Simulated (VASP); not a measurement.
# Ta4F in VASP: further runs

Runs on Ta4F. Level: LDA. Tasks: relaxation of the atoms, single point.

All numbers are computed with VASP 6.6.1; they aren't measurements. Logs are shortened: lines on timing, memory, paths and dates and some standing lists are left out, and cuts for length are marked.

### Step 1. The cell of the first run

The cell holds a slab with vacuum, 5 atoms: a = 3.253 Å, b = 3.253 Å, c = 20.214 Å, α = 90.00°, β = 90.00°, γ = 90.00°.

### Step 2. Relaxation of the atoms, LDA

INCAR reads:

```
SYSTEM = Ta4F
PREC = Accurate ; ENCUT = 520
EDIFF = 1E-7 ; ISMEAR = 0
SIGMA = 0.1 ; LREAL = .False.
LASPH = .True. ; NELM = 60
ALGO = Normal ; ISIF = 2
LWAVE = .False. ; LCHARG = .False.
LDIPOL = .True. ; IDIPOL = 3
DIPOL = 0.5 0.5 0.355 ; GGA = CA
IBRION = 2 ; NSW = 36
EDIFFG = -0.025
```

KPOINTS reads:

```
Automatic mesh
0
Gamma
  8 8 1
  0 0 0
```

POSCAR reads:

```
Ta4F
1.0
    3.2528679937      0.0000000000      0.0000000000
    0.0000000000      3.2528679937      0.0000000000
    0.0000000000      0.0000000000     20.2137485622
Ta F
4 1
Selective dynamics
Direct
    0.5000000000      0.5000000000      0.1978851170  F F F
    0.0000000000      0.0000000000      0.2783468875  F F F
    0.5000000000      0.5000000000      0.3580282239  F F F
    0.0000000000      0.0000000000      0.4310802885  F F F
    0.2500000000      0.2500000000      0.5072453796  F F T
```

Potentials or basis: VASP PAW LDA potentials, release 64 (Ta_pv, F).

Launch:

```console
cat potpaw_LDA.64/Ta_pv/POTCAR potpaw_LDA.64/F/POTCAR > POTCAR
mpirun -np 1 vasp_std > vasp.out
```

OUTCAR:

```text
SYSTEM = Ta4F
   PREC = Accurate
   ENCUT = 520
   EDIFF = 1E-7
   ISMEAR = 0
   LREAL = .False.
   LASPH = .True.
   NELM = 60
   ISIF = 2
   GGA = CA
   IBRION = 2
   NSW = 36
   EDIFFG = -0.025

 ion  position               nearest neighbor table
   1  0.500  0.500  0.198-   2 2.82   2 2.82   2 2.82   2 2.82   3 3.24
   2  0.000  0.000  0.278-   3 2.81   3 2.81   3 2.81   3 2.81   1 2.82   1 2.82   1 2.82   1 2.82
                             4 3.09
   3  0.500  0.500  0.358-   4 2.73   4 2.73   4 2.73   4 2.73   2 2.81   2 2.81   2 2.81   2 2.81
                             1 3.24
   4  0.000  0.000  0.431-   5 1.92   3 2.73   3 2.73   3 2.73   3 2.73   2 3.09
   5  0.250  0.250  0.507-   4 1.92

  LATTYP: Found a simple tetragonal cell.
 ALAT       =     3.2528679937
 C/A-ratio  =     6.2141312225

  Lattice vectors:

 A1 = (   3.2528679937,   0.0000000000,   0.0000000000)
 A2 = (   0.0000000000,   3.2528679937,   0.0000000000)
 A3 = (   0.0000000000,   0.0000000000,  20.2137485622)

Analysis of symmetry for initial positions (statically):
=====================================================================
 Subroutine PRICEL returns:
 Original cell was already a primitive cell.

 Routine SETGRP: Setting up the symmetry group for a
 simple tetragonal supercell.

 Subroutine GETGRP returns: Found  2 space group operations
 (whereof  2 operations were pure point group operations)
 out of a pool of 16 trial point group operations.

The static configuration has the point symmetry C_1h.

Analysis of symmetry for dynamics (positions and initial velocities):
=====================================================================
 Subroutine PRICEL returns:
 Original cell was already a primitive cell.

 Routine SETGRP: Setting up the symmetry group for a
 simple tetragonal supercell.

 Subroutine GETGRP returns: Found  2 space group operations
 (whereof  2 operations were pure point group operations)
 out of a pool of 16 trial point group operations.

The dynamic configuration has the point symmetry C_1h.

Analysis of constrained symmetry for selective dynamics:
=====================================================================
 Subroutine PRICEL returns:
 Original cell was already a primitive cell.

 Routine SETGRP: Setting up the symmetry group for a
 simple tetragonal supercell.

 Subroutine GETGRP returns: Found  2 space group operations
 (whereof  2 operations were pure point group operations)
 out of a pool of 16 trial point group operations.

The constrained configuration has the point symmetry C_1h.

 Subroutine INISYM returns: Found  2 space group operations
 (whereof  2 operations are pure point group operations),
 and found     1 'primitive' translations

----------------------------------------------------------------------------------------

                                     Primitive cell

  volume of cell :     213.8847

  direct lattice vectors                    reciprocal lattice vectors
     3.252867994  0.000000000  0.000000000     0.307421021  0.000000000  0.000000000
     0.000000000  3.252867994  0.000000000     0.000000000  0.307421021  0.000000000
     0.000000000  0.000000000 20.213748562     0.000000000  0.000000000  0.049471279

  length of vectors
     3.252867994  3.252867994 20.213748562     0.307421021  0.307421021  0.049471279

  position of ions in fractional coordinates (direct lattice)
     0.500000000  0.500000000  0.197885117
     0.000000000  0.000000000  0.278346887
     0.500000000  0.500000000  0.358028224
     0.000000000  0.000000000  0.431080288
     0.250000000  0.250000000  0.507245380

  ion indices of the primitive-cell ions
   primitive index   ion index
                 1           1
                 2           2
                 3           3
                 4           4
                 5           5

----------------------------------------------------------------------------------------

 KPOINTS: Automatic mesh

Automatic generation of k-mesh.
 Grid dimensions read from file:
 generate k-points for:    8    8    1

 Generating k-lattice:

  Cartesian coordinates                     Fractional coordinates (reciprocal lattice)
     0.038427628  0.000000000  0.000000000     0.125000000  0.000000000  0.000000000
     0.000000000  0.038427628  0.000000000     0.000000000  0.125000000  0.000000000
     0.000000000  0.000000000  0.049471279     0.000000000  0.000000000  1.000000000

  Length of vectors
     0.038427628  0.038427628  0.049471279

  Shift w.r.t. Gamma in fractional coordinates (k-lattice)
     0.000000000  0.000000000  0.000000000

 Subroutine IBZKPT returns following result:
 ===========================================

 Found     21 irreducible k-points:

 Following reciprocal coordinates:
            Coordinates               Weight
  0.000000  0.000000  0.000000      1.000000
  0.125000  0.000000  0.000000      4.000000
  0.250000  0.000000  0.000000      4.000000
  0.375000  0.000000  0.000000      4.000000
  0.500000  0.000000  0.000000      2.000000
  0.125000  0.125000  0.000000      2.000000
[... 13 lines left out ...]
  0.500000  0.375000  0.000000      4.000000
  0.500000  0.500000  0.000000      1.000000
   k-points           NKPTS =     21   k-points in BZ     NKDIM =     21   number of bands    NBANDS=     30
   number of dos      NEDOS =    301   number of ions     NIONS =      5
   total plane-waves  NPLWV =  86400
   dimension x,y,z NGX =    24 NGY =   24 NGZ =  150
   dimension x,y,z NGXF=    48 NGYF=   48 NGZF=  300
   ions per type =               4   1
   NGX,Y,Z   is equivalent  to a cutoff of  12.27, 12.27, 12.34 a.u.
   NGXF,Y,Z  is equivalent  to a cutoff of  24.53, 24.53, 24.67 a.u.
 SYSTEM =  Ta4F
   PREC   = accura    normal or accurate (medium, high low for compatibility)
   ISTART =      0    job   : 0-new  1-cont  2-samecut
   ICHARG =      2    charge: 1-file 2-atom 10-const
   ISPIN  =      1    spin polarized calculation?
   LNONCOLLINEAR =      F non collinear calculations
   LSORBIT =      F    spin-orbit coupling
   LASPH  =      T    aspherical Exc in radial PAW
   ENCUT  =  520.0 eV  38.22 Ry    6.18 a.u.   6.05  6.05 37.58*2*pi/ulx,y,z
   NELM   =     60;   NELMIN=  2; NELMDL= -5     # of ELM steps
   EDIFF  = 0.1E-06   stopping-criterion for ELM
   LREAL  =      F    real-space projection
   EDIFFG = -.3E-01   stopping-criterion for IOM
   NSW    =     36    number of steps for IOM
   IBRION =      2    ionic relax: 0-MD 1-quasi-New 2-CG
   NFREE  =      1    steps in history (QN), initial steepest desc. (CG)
   ISIF   =      2    stress and relaxation
   ISYM   =      2    0-nonsym 1-usesym 2-fastsym
   POTIM  = 0.5000    time-step for ionic-motion
   TEBEG  =    0.0;   TEEND  =   0.0 temperature during run
   PSTRESS=    0.0 pullay stress
   NELECT =      51.0000    total number of electrons
   NUPDOWN=      -1.0000    fix difference up-down
   EMIN   =  10.00;   EMAX   =-10.00  energy-range for DOS
   EFERMI =   0.00;   METHOD = LEGACY
   ISMEAR =     0;   SIGMA  =   0.10  broadening in eV -4-tet -1-fermi 0-gaus
   EFERMI_NEDOS =   21; number of points for ismear=-14 and -15
   IALGO  =     38    algorithm
   IMIX   =      4    mixing-type and parameters
     AMIX     =   0.40;   BMIX     =  1.00
     AMIX_MAG =   1.60;   BMIX_MAG =  1.00
  volume/ion in A,a.u.               =      42.78       288.67
  Fermi-wavevector in a.u.,A,eV,Ry     =   1.015169  1.918391 14.021728  1.030568
  Thomas-Fermi vector in A             =   2.148439
   LORBIT       =      0    0 simple, 1 ext, 2 COOP (PROOUT), +10 PAW based schemes
   GGA     = CA    functional components
   LHFCALC =     F    Hartree Fock is set to
   AEXX    =    0.0000 exact exchange contribution
   IVDW    =     0    specifies the selected vdW correction
   LEPSILON=     F    determine dielectric tensor
   LRPA    =     F    only Hartree local field effects (RPA)
 conjugate gradient relaxation of ions
 non-spin polarized calculation
 Gauss-broadening in eV      SIGMA  =   0.10
  energy-cutoff  :      520.00
  volume of cell :      213.88
 maximum number of plane-waves:      5812
   NGX = 13   NGY = 13   NGZ = 75

 dipolmoment           0.000000      0.000000     -0.565291 electrons x Angstroem

--------------------------------------- Ionic step        1  -------------------------------------------

 number of electron      51.0000000 magnetization

 Free energy of the ion-electron system (eV)
  ---------------------------------------------------
  ext. energy  EPLUGINS =         0.00000000
  ---------------------------------------------------
  free energy    TOTEN  =       -53.77253326 eV

  energy without entropy =      -53.75246826  energy(sigma->0) =      -53.76250076

------------------------ aborting loop because EDIFF is reached ----------------------------------------

  FORCE on cell =-STRESS in cart. coord.  units (eV):
  Direction    XX          YY          ZZ          XY          YZ          ZX
  --------------------------------------------------------------------------------------
  -------------------------------------------------------------------------------------
  Total       -3.3980643     -3.3980643      1.8375621      0.5214529     -0.1319417     -0.1319416
  in kB      -25.4543750    -25.4543750     13.7648942      3.9061228     -0.9883549     -0.9883545
  external PRESSURE =     -12.3812853 kB  Pullay stress =       0.0000000 kB
[... 63 lines left out ...]
  energy  without entropy=      -53.7550177870  energy(sigma->0) =      -53.76503181

--------------------------------------- Ionic step        3  -------------------------------------------

 number of electron      51.0000006 magnetization

 dipolmoment           0.000000      0.000000      0.106976 electrons x Angstroem

 Free energy of the ion-electron system (eV)
  ---------------------------------------------------
  ext. energy  EPLUGINS =         0.00000000
  ---------------------------------------------------
  free energy    TOTEN  =       -53.77511760 eV

  energy without entropy =      -53.75509574  energy(sigma->0) =      -53.76510667

 E-fermi :  -1.0929     XC(G=0):  -5.6688

 val. band max:       -1.1254890570   @ k =   0.2500   0.0000   0.0000
 cond. band min:      -1.0828068305   @ k =   0.0000   0.0000   0.0000
 fundamental gap:      0.0426822265
 Fermi energy:        -1.0929043660

 k-point     1 :       0.0000    0.0000    0.0000
  band No.  band energies     occupation
      1     -35.9375      2.00000
      2     -35.7847      2.00000
      3     -35.6210      2.00000
      4     -35.6113      2.00000
      5     -35.5598      2.00000
      6     -35.5310      2.00000
[... 682 lines left out ...]
     29       1.4577      0.00000
     30       2.0855      0.00000

------------------------ aborting loop because EDIFF is reached ----------------------------------------

 vacuum level on the upper side and lower side of the slab       (xc-potential included)         0.801        -1.068

  FORCE on cell =-STRESS in cart. coord.  units (eV):
  Direction    XX          YY          ZZ          XY          YZ          ZX
  --------------------------------------------------------------------------------------
  -------------------------------------------------------------------------------------
  Total       -3.5412389     -3.5412389      1.3556205      0.4269611     -0.3070349     -0.3070348
  in kB      -26.5268737    -26.5268737     10.1547436      3.1982994     -2.2999510     -2.2999506
  external PRESSURE =     -14.2996679 kB  Pullay stress =       0.0000000 kB

 VOLUME and BASIS-vectors are now :
 -----------------------------------------------------------------------------
  energy-cutoff  :      520.00
  volume of cell :      213.88
      direct lattice vectors                 reciprocal lattice vectors
     3.252867994  0.000000000  0.000000000     0.307421021  0.000000000  0.000000000
     0.000000000  3.252867994  0.000000000     0.000000000  0.307421021  0.000000000
     0.000000000  0.000000000 20.213748562     0.000000000  0.000000000  0.049471279
[... 11 lines left out ...]
  FREE ENERGIE OF THE ION-ELECTRON SYSTEM (eV)
  ---------------------------------------------------
  free  energy   TOTEN  =       -53.7751176032 eV

  energy  without entropy=      -53.7550957367  energy(sigma->0) =      -53.76510667

 reached required accuracy - stopping structural energy minimisation

 vacuum level on the upper side and lower side of the slab         4.932         3.017
```

Run time: 3.1 min. Hardware: 1 thread of Intel Xeon 6975P-C (Granite Rapids), shared host; peak memory 0.29 GiB.

Results:

| Property | Result |
| --- | --- |
| Free energy | -53.7751 eV |
| Energy gained by relaxing | 0.5 meV/atom |
| Ionic steps | 3 |
| Band gap on the k mesh | zero (an odd number of electrons rules out a gap without spin polarisation) |

The path:
| step | energy change (eV) | largest force on free atoms (eV/Å) | pressure (GPa) |
| --- | --- | --- | --- |
| 1 | 0.0000 | 0.2997 | -1.24 |
| 2 | -0.0025 | 0.0493 | -1.40 |
| 3 | -0.0026 | 0.0002 | -1.43 |

Final structure:
```
CELL_PARAMETERS angstrom
3.25287 0.00000 0.00000
0.00000 3.25287 0.00000
0.00000 0.00000 20.21375
ATOMIC_POSITIONS crystal
Ta 0.50000 0.50000 0.19789
Ta 0.00000 0.00000 0.27835
Ta 0.50000 0.50000 0.35803
Ta 0.00000 0.00000 0.43108
F 0.25000 0.25000 0.50810
```

Levels at points of the mesh, in eV from the Fermi level:
```
           k point  band 24  band 25  band 26  band 27  band 28  band 29
(0.00, 0.00, 0.00)     0.01     0.37     0.37     0.49     0.64     0.76
(0.50, 0.00, 0.00)    -1.14     0.08     0.08     0.22     1.11     1.20
(0.50, 0.50, 0.00)    -1.36    -0.31    -0.13     2.21     2.23     2.55
```

Caveat: spin-orbit coupling is left out, which moves the levels of the heavy elements.

### Step 3. Single point, LDA

INCAR reads:

```
PREC = Accurate ; ENCUT = 520
EDIFF = 1E-6 ; ISMEAR = 0
SIGMA = 0.1 ; LREAL = False
LASPH = True ; NELM = 100
ALGO = Normal ; ISIF = 2
LWAVE = False ; LCHARG = False
LDIPOL = True ; IDIPOL = 3
DIPOL = 0.5 0.5 0.355 ; GGA = CA
NBANDS = 34
```

KPOINTS reads:

```
Automatic mesh
0
Gamma
  8 8 1
```

POSCAR reads:

```
Ta4F
1.0
    3.2528679937      0.0000000000      0.0000000000
    0.0000000000      3.2528679937      0.0000000000
    0.0000000000      0.0000000000     20.2137485622
Ta F
4 1
Direct
    0.5000000000      0.5000000000      0.1978851170
    0.0000000000      0.0000000000      0.2783468875
    0.5000000000      0.5000000000      0.3580282239
    0.0000000000      0.0000000000      0.4310802885
    0.2500000000      0.2500000000      0.5076415875
```

Potentials or basis: VASP PAW LDA potentials, release 64 (Ta_pv, F).

Launch:

```console
cat potpaw_LDA.64/Ta_pv/POTCAR potpaw_LDA.64/F/POTCAR > POTCAR
mpirun -np 1 vasp_std > vasp.out
```

It took 2.2 min on 1 thread of AMD EPYC 9R45 (Zen 5), shared host; peak memory 0.27 GiB.

Results (log left out):

- Free energy: -53.7744 eV
- Largest force: 1.565 eV/Å
- Band gap on the k mesh: zero (an odd number of electrons rules out a gap without spin polarisation)

Forces in eV/Å, atoms in the order of the input:
```
Ta   0.019  0.019  0.779
Ta   0.033  0.033 -0.971
Ta  -0.226 -0.226 -1.426
Ta   0.401  0.401  1.458
F   -0.228 -0.228  0.160
```

Levels at points of the mesh, in eV from the Fermi level:
| k point | band 24 | band 25 | band 26 | band 27 | band 28 | band 29 |
| --- | --- | --- | --- | --- | --- | --- |
| (0.00, 0.00, 0.00) | 0.01 | 0.37 | 0.37 | 0.49 | 0.64 | 0.76 |
| (0.50, 0.00, 0.00) | -1.14 | 0.08 | 0.08 | 0.23 | 1.11 | 1.21 |
| (0.50, 0.50, 0.00) | -1.36 | -0.31 | -0.12 | 2.21 | 2.23 | 2.55 |

Caveat: spin-orbit coupling is left out, which moves the levels of the heavy elements.

### Step 4. Single point, LDA

INCAR reads:

```
ALGO = Normal
DIPOL = 0.5 0.5 0.357
EDIFF = 1E-6
ENCUT = 520
GGA = CA
IDIPOL = 3
ISIF = 2
ISMEAR = 0
LASPH = T
LCHARG = F
LDIPOL = T
LREAL = F
LWAVE = F
NBANDS = 34
NELM = 60
PREC = Accurate
SIGMA = 0.1
```

KPOINTS reads:

```
k-points
0
Gamma
  8 8 1
```

POSCAR: that of step 3 with these lines changed.

```diff
@@ -12,2 +12,2 @@
     0.0000000000      0.0000000000      0.4310802885
-    0.2500000000      0.2500000000      0.5076415875
+    0.1250000000      0.1250000000      0.5187233149
```

Launch:

```console
cat potpaw_LDA.64/Ta_pv/POTCAR potpaw_LDA.64/F/POTCAR > POTCAR
mpirun -np 1 vasp_std > vasp.out
```

It took 2.1 min on 1 thread of AMD EPYC 9R45 (Zen 5), shared host; peak memory 0.27 GiB.

The run converged. Its results:

| Quantity | Value |
| --- | --- |
| Free energy | -53.9357 eV |
| Largest force | 1.435 eV/Å |
| Band gap on the k mesh | zero (an odd number of electrons rules out a gap without spin polarisation) |

Forces in eV/Å, atoms in the order of the input:
```
Ta   0.000  0.000  0.746
Ta   0.033  0.033 -1.056
Ta  -0.216 -0.216 -1.338
Ta   0.263  0.263  1.387
F   -0.081 -0.081  0.261
```

Levels at points of the mesh, in eV from the Fermi level:
```
           k point  band 22  band 23  band 24  band 25  band 26  band 27  band 28  band 29  band 30  band 31
(0.00, 0.00, 0.00)    -2.68    -0.13    -0.08     0.37     0.37     0.50     0.81     0.81     1.70     2.01
(0.50, 0.00, 0.00)    -1.50    -1.28    -1.17     0.10     0.20     0.30     0.88     1.17     1.90     2.66
(0.50, 0.50, 0.00)    -1.98    -1.46    -1.39    -0.27    -0.19     2.21     2.21     2.55     3.58     3.72
```

Caveat: spin-orbit coupling is left out, which moves the levels of the heavy elements.

### Step 5. Single point, LDA

INCAR reads:

```
SYSTEM = Ta4F
PREC = Accurate
ENCUT = 520
EDIFF = 1E-6
ISMEAR = 0
SIGMA = 0.1
LREAL = .FALSE.
LASPH = .TRUE.
NELM = 80
ALGO = Normal
ISIF = 2
LWAVE = .FALSE.
LCHARG = .FALSE.
LDIPOL = .TRUE.
IDIPOL = 3
DIPOL = 0.5 0.5 0.352
NBANDS = 34
```

KPOINTS reads:

```
regular mesh
0
G
  8 8 1
  0 0 0
```

POSCAR: that of step 4 with these lines changed.

```diff
@@ -12,2 +12,2 @@
     0.0000000000      0.0000000000      0.4310802885
-    0.1250000000      0.1250000000      0.5187233149
+    0.3750000000      0.3750000000      0.4926173761
```

Launch:

```console
cat potpaw_LDA.64/Ta_pv/POTCAR potpaw_LDA.64/F/POTCAR > POTCAR
mpirun -np 1 vasp_std > vasp.out
```

It took 2.3 min on 1 thread of AMD EPYC 9R45 (Zen 5), shared host; peak memory 0.27 GiB.

It converged, with:

| Property | Result |
| --- | --- |
| Free energy | -53.3802 eV |
| Largest force | 1.538 eV/Å |
| Band gap on the k mesh | zero (an odd number of electrons rules out a gap without spin polarisation) |

Forces on the atoms (eV/Å):
```
Ta   0.083  0.083  0.879
Ta  -0.006 -0.006 -0.723
Ta  -0.215 -0.215 -1.172
Ta   0.837  0.837  0.983
F   -0.699 -0.699  0.032
```

Levels at points of the mesh, in eV from the Fermi level:
| k point | band 22 | band 23 | band 24 | band 25 | band 26 | band 27 | band 28 | band 29 | band 30 | band 31 |
| --- | --- | --- | --- | --- | --- | --- | --- | --- | --- | --- |
| (0.00, 0.00, 0.00) | -1.93 | -0.12 | -0.11 | 0.31 | 0.31 | 0.39 | 0.49 | 0.62 | 1.43 | 1.64 |
| (0.50, 0.00, 0.00) | -1.60 | -1.51 | -1.13 | -0.06 | 0.04 | 0.16 | 1.07 | 1.50 | 1.65 | 2.90 |
| (0.50, 0.50, 0.00) | -1.69 | -1.64 | -0.84 | -0.39 | -0.29 | 2.23 | 2.24 | 2.54 | 2.60 | 3.89 |

Caveat: spin-orbit coupling is left out, which moves the levels of the heavy elements.

### Step 6. The runs side by side

| task | cell | atoms held fixed (from 0) | atoms held along some axes (from 0) | gap on the mesh (eV) | largest force (eV/Å) |
| --- | --- | --- | --- | --- | --- |
| relaxation of the atoms | atoms relaxed, atomic positions A | [0, 1, 2, 3] | atom 4 along a and b | none | - |
| single point | as given, atomic positions B | - | - | none | 1.56 |
| single point | as given, atomic positions C | - | - | none | 1.44 |
| single point | as given, atomic positions D | - | - | none | 1.54 |

Alike in all rows: level LDA; potentials or basis VASP PAW LDA potentials, release 64 (Ta_pv, F); no spin polarisation; k mesh 8 × 8 × 1; cutoff (eV) 520; smearing gaussian 0.1 eV.

Caveats: spin-orbit coupling is left out, which moves the levels of the heavy elements.

Absolute energies hang on the potentials; compare differences alone.

The gap in the log of VASP goes by the Fermi energy; the results here count the filled bands.